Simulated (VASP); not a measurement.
# BaO3 (Cmmm) in VASP: a series of runs, part 2 of 2

VASP 6.6.1. The steps go on from the part before.

## Step 5: Relaxation of cell and atoms, PBE, collinear spin

This run uses another cell than the first one, of 19.11 Å³/atom.

Input file INCAR:

```
PREC     = Accurate       # precision mode
ENCUT    = 600            # plane-wave cutoff, eV
EDIFF    = 1E-6           # SCF threshold, eV
ISMEAR   = 0              # smearing method
SIGMA    = 0.1            # smearing width, eV
LREAL    = F              # projectors in reciprocal space
LASPH    = T              # aspherical terms in the spheres
NELM     = 150            # most SCF steps
ALGO     = Normal         # electronic algorithm
ISIF     = 3              # what is computed and relaxed
LWAVE    = F              # write WAVECAR
LCHARG   = F              # write CHGCAR
ISPIN    = 2              # spin polarisation
MAGMOM   = 0 0.37 0.37 0  # initial moments
LORBIT   = 11             # projections on sites
GGA      = PE             # functional
IBRION   = 2              # ionic algorithm
NSW      = 90             # ionic steps
EDIFFG   = -0.04          # ionic threshold
```

Input file KPOINTS:

```
regular mesh
0
Gamma
  4 4 4
```

Input file POSCAR:

```
BaO3
1.0
    2.8572455849     -3.0545188152      0.0000000000
    2.8572455849      3.0545188152      0.0000000000
    0.0000000000      0.0000000000      4.3799306118
Ba O
1 3
Direct
    0.0000000000      0.0000000000      0.5000000000
    0.5000000000      0.5000000000      0.3462646185
    0.5000000000      0.5000000000      0.6537353815
    0.0000000000      0.0000000000      0.0000000000
```

Launch:

```sh
> cat potpaw_PBE.64/Ba_sv/POTCAR potpaw_PBE.64/O/POTCAR > POTCAR
> mpirun -np 1 vasp_std > vasp.out
```

Wall time 12 min (1 thread of Intel Xeon Platinum 8488C (Sapphire Rapids), shared host); peak memory 0.28 GiB.

The run converged. Its results:

```yaml
Free_energy: -20.4976 eV
Relaxed_volume: 21.86 Å³/atom
Relaxed_cell: a = 4.325 Å, b = 4.325 Å, c = 4.679 Å, α = 90.00°, β = 90.00°, γ = 92.48°
Space_group_after_relaxing_to_0.1_Å: Cmmm (No. 65)
Energy_gained_by_relaxing: 76.9 meV/atom
Ionic_steps: 16
Pressure_after_relaxing: 0.0 GPa
Largest_force_after_relaxing: 0.016 eV/Å
Net_moment: -1.50 μB per cell
Site_moments: Ba +0.02; O -0.53, -0.21 (each value once) μB
Valence_electrons_inside_the_program's_atomic_spheres: Ba 7.98; O 4.87
```

Forces on the atoms (eV/Å):
```
Ba   0.000  0.000  0.000
O    0.000  0.000  0.016
O    0.000  0.000 -0.016
O    0.000  0.000  0.000
```

Stress tensor (GPa, compression positive):
```
-0.14  0.00  0.00
 0.00  0.14  0.00
 0.00  0.00 -0.01
```

The path:
```
step  energy change (eV)  largest force (eV/Å)  pressure (GPa)  volume (Å³)
   1              0.0000                0.3872            6.82        76.45
   2             -0.0715                2.2558           -2.79        85.64
   3             -0.2214                1.5300            1.19        80.90
   4             -0.2328                1.8310           -0.46        82.53
   5             -0.1081                4.3966            2.64        86.20
   6             -0.2992                0.0965            0.39        84.02
   7             -0.2994                0.0019            0.35        83.96
   8             -0.2993                0.0435            0.37        83.98
   9             -0.3018                0.0289            0.24        84.55
  10             -0.3061                0.0123           -0.07        86.25
  11             -0.3041                0.0821           -0.55        89.68
  12             -0.3068                0.0404           -0.27        87.51
  13             -0.3026                0.5704            0.73        87.49
  14             -0.3072                0.0944           -0.04        87.50
  15             -0.3072                0.1284            0.02        87.40
  16             -0.3075                0.0159            0.00        87.46
```

Final structure:
```xyz
4
Lattice="2.9913 -3.1239 0.0000 2.9913 3.1239 0.0000 0.0000 0.0000 4.6795" Properties=species:S:1:pos:R:3 pbc="T T T"
Ba    0.0000    0.0000    2.3397
O     2.9913    0.0000    1.6714
O     2.9913    0.0000    3.0081
O     0.0000    0.0000    0.0000
```

Levels at points of the mesh, in eV from the Fermi level:
Spin up:
```tsv
k point	band 9	band 10	band 11	band 12	band 13	band 14	band 15	band 16	band 17	band 18
(0.00, 0.00, 0.00)	-5.20	-5.19	-0.23	-0.20	-0.10	0.17	0.81	3.03	3.46	6.14
(0.50, 0.00, 0.00)	-5.70	-5.52	-0.44	-0.19	-0.03	0.18	0.82	4.37	5.38	6.63
(0.50, 0.50, 0.00)	-5.14	-5.14	-0.47	-0.41	-0.30	-0.08	0.82	4.97	5.97	6.21
(0.00, 0.00, 0.50)	-5.17	-5.16	-2.24	-1.05	-0.92	0.25	0.30	3.25	4.00	5.10
(0.50, 0.00, 0.50)	-5.66	-5.49	-2.23	-1.10	-0.69	-0.18	0.05	4.68	5.79	6.94
(0.50, 0.50, 0.50)	-5.11	-5.10	-2.21	-1.53	-1.48	0.30	0.36	5.10	6.00	7.03
```
Spin down:
```csv
k point,band 13,band 14,band 15,band 16,band 17,band 18
"(0.00, 0.00, 0.00)",-0.69,-0.62,0.65,3.02,3.37,6.14
"(0.50, 0.00, 0.00)",-0.86,-0.63,0.66,4.21,5.34,6.64
"(0.50, 0.50, 0.00)",-0.88,-0.84,0.66,4.91,5.79,6.10
"(0.00, 0.00, 0.50)",-1.67,-0.86,-0.62,3.24,3.93,4.71
"(0.50, 0.00, 0.50)",-1.47,-1.18,-1.09,4.55,5.32,6.69
"(0.50, 0.50, 0.50)",-2.10,-0.83,-0.58,5.05,5.46,6.75
```

Caveat: the k points lie up to 0.36 Å⁻¹ apart in the final cell; spin-orbit coupling is left out, which moves the levels of the heavy elements.

## Step 6: The runs side by side

| task | spin | cell | k mesh | cutoff (eV) | gap on the mesh (eV) | pressure (GPa) | moment (μB) | largest force (eV/Å) |
| --- | --- | --- | --- | --- | --- | --- | --- | --- |
| single point | collinear, ferromagnetic start | a = 2.822, b = 2.822, c = 8.531 Å, angles 90.0, 90.0, 101.3°, 4 atoms, atomic positions A | 6 × 6 × 2 | 520 | none | 11.5 | 2.10 | 1.39 |
| single point | collinear | a = 4.398, b = 4.398, c = 4.558 Å, angles 90.0, 90.0, 93.7°, 4 atoms, atomic positions B | 4 × 4 × 4 | 520 | none | 2.2 | 1.50 | 0.62 |
| single point | collinear, ferromagnetic start | a = 4.183, b = 4.183, c = 4.380 Å, angles 90.0, 90.0, 93.8°, 4 atoms, atomic positions C | 6 × 6 × 2 | 520 | none | 2.3 | 1.00 | 0.79 |
| relaxation of cell and atoms | collinear | relaxed from a = 4.183, b = 4.183, c = 4.380 Å, angles 90.0, 90.0, 93.8°, 4 atoms, atomic positions C | 4 × 4 × 4 | 600 | none | 0.0 | 1.50 | 0.02 |

Alike in all rows: level PBE; potentials or basis VASP PAW PBE potentials, release 64 (Ba_sv, O); smearing gaussian 0.1 eV.

Caveats: some runs use coarse meshes; spin-orbit coupling is left out, which moves the levels of the heavy elements; forces of over 1 eV/Å act on the atoms, so gaps and moduli don't describe the material at rest (at least some runs); the stress differs along the axes, from 0 to 6 GPa (at least some runs).

Absolute energies hang on the potentials; compare differences alone.
